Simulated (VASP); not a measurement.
AgI: single point with slater exchange, pbe correlation

Crystal: AgI.

```
Ag I
1.0
     0.00000    3.23650    3.23650
     3.23650    0.00000    3.23650
     3.23650    3.23650    0.00000
Ag I
1 1
Direct
  0.00000 0.00000 0.00000
  0.25000 0.25000 0.25000
```

```yaml
Program: VASP 6.6.1
Task: single point
Functional: slater exchange, pbe correlation
Potentials_or_basis: VASP PAW PBE potentials, release 64 (Ag, I)
Cutoff: 500 eV
k_mesh: 4 × 4 × 4
Occupations: gaussian, width 0.3 eV
Spin: no spin polarisation
```

* Pressure: -6.6 GPa
* Band gap on the k mesh: 0.86 eV

Levels at points of the mesh, in eV from the valence-band top:
| k point | band 6 | band 7 | band 8 | band 9 | band 10 | band 11 | band 12 | band 13 |
| --- | --- | --- | --- | --- | --- | --- | --- | --- |
| (0.00, 0.00, 0.00) | -3.15 | 0.00 | 0.00 | 0.00 | 0.86 | 5.42 | 5.42 | 5.42 |
| (0.50, 0.00, 0.00) | -3.12 | -3.00 | -0.77 | -0.77 | 2.37 | 5.91 | 5.91 | 6.64 |
| (0.50, 0.50, 0.00) | -3.04 | -2.71 | -1.89 | -1.89 | 3.06 | 3.54 | 8.01 | 9.36 |

It took 8.9 s on 1 thread of Intel(R) Xeon(R) Platinum 8488C (Sapphire Rapids), with other jobs on the host, peak memory 0.2 GiB.

Caveat: the k points lie up to 0.42 Å⁻¹ apart; so wide a smearing shifts energies and pressures; the PAW data sets were made with another functional, which shifts forces and pressure a little; spin-orbit coupling is left out, which moves the levels of the heavy elements.
